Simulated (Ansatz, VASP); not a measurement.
# LiCl: VASP beside Ansatz

POSCAR

```
LiCl
1.0
    2.6134326152      2.6134326152      0.0000000000
   -2.6134326152      2.6134326152      0.0000000000
    0.0000000000      2.6134326152      2.6134326152
Li Cl
1 1
Direct
    0.0000000000      0.0000000000      0.0000000000
    0.5000000000      0.5000000000      0.0000000000
```

File INCAR.step1:

```
  PREC = Accurate
  ENCUT = 520
  ISMEAR = 0
  SIGMA = 0.01
  LREAL = F
  LASPH = T
  NELM = 80
  NBANDS = 12
  GGA = PE
  ALGO = Normal
  EDIFF = 1E-4
  LWAVE = T
  LCHARG = F
```

INCAR.step2

```
  PREC = Accurate
  ENCUT = 520
  EDIFF = 1E-6
  ISMEAR = 0
  SIGMA = 0.01
  LREAL = F
  LASPH = T
  NELM = 80
  ALGO = Normal
  ISIF = 2
  LWAVE = F
  LCHARG = T
  METAGGA = R2SCAN
  LMIXTAU = T
  LELF = T
  LVHAR = T
  NBANDS = 12
  ISTART = 1
```

Contents of KPOINTS:

```
regular mesh
0
Gamma
  8 8 8
```

Input for Ansatz:

```yaml
crystal:
  lattice:
    - [2.61343261521, 2.61343261521, 0.0]
    - [-2.61343261521, 2.61343261521, 0.0]
    - [0.0, 2.61343261521, 2.61343261521]
  atoms:
    - { symbol: Li, position: [0.0, 0.0, 0.0] }
    - { symbol: Cl, position: [0.5, 0.5, 0.0] }
kpoints:
  mp_grid: { grid: [8, 8, 8] }
scf:
  occupations: { method: fixed }
  convergence: { dr2_threshold: 1.0e-10 }
hamiltonian:
  xc: r2scan
  pseudopotentials: { kind: paw }
output:
  forces: true
  stress: true
  eigenstates:
    kpoints:
      - [0.0, 0.0, 0.0]
      - [0.5, 0.0, 0.0]
      - [0.0, 0.5, 0.5]
      - [0.0, -0.5, 0.0]
      - [0.5, 0.0, 0.5]
      - [-0.056190789, -0.05619079, 0.0]
      - [-0.056190789, 0.05619079, 0.05619079]
      - [0.0, -0.112381579, -0.056190789]
      - [-0.056190789, -0.05619079, -0.112381579]
      - [-0.056190789, 0.05619079, -0.056190789]
      - [-0.112381579, 0.0, -0.056190789]
      - [-0.5, -0.5, -0.5]
      - [-0.5, 0.5, 0.0]
      - [0.0, 0.0, -0.5]
  eigenvalues: true
```

Alike in both runs: task single point; functional r2SCAN; k mesh 8 × 8 × 8; no spin polarisation.

|  | VASP | Ansatz |
| --- | --- | --- |
| version | VASP 6.6.1 | Ansatz 0.2.0 |
| potentials or method | VASP PAW PBE potentials, release 64 (Li_sv, Cl) | PAW with Ansatz's default frozen-core files, scalar-relativistic |
| plane-wave cutoff (eV) | 520 | 500 |
| occupations | gaussian, width 0.01 eV | fixed |
| valence electrons in the cell | 10 | 10 |

Ansatz gave:

- gap on the k mesh at the Fermi level (eV): 6.89

Q: What did VASP give for the same quantities?

A: gap on the k mesh at the Fermi level (eV): 6.97.

VASP's potentials were made for PBE, not for r2SCAN.

Noted on VASP's run: the cutoff is under 1.25 times that of the potentials, so the pressure is a little rough.
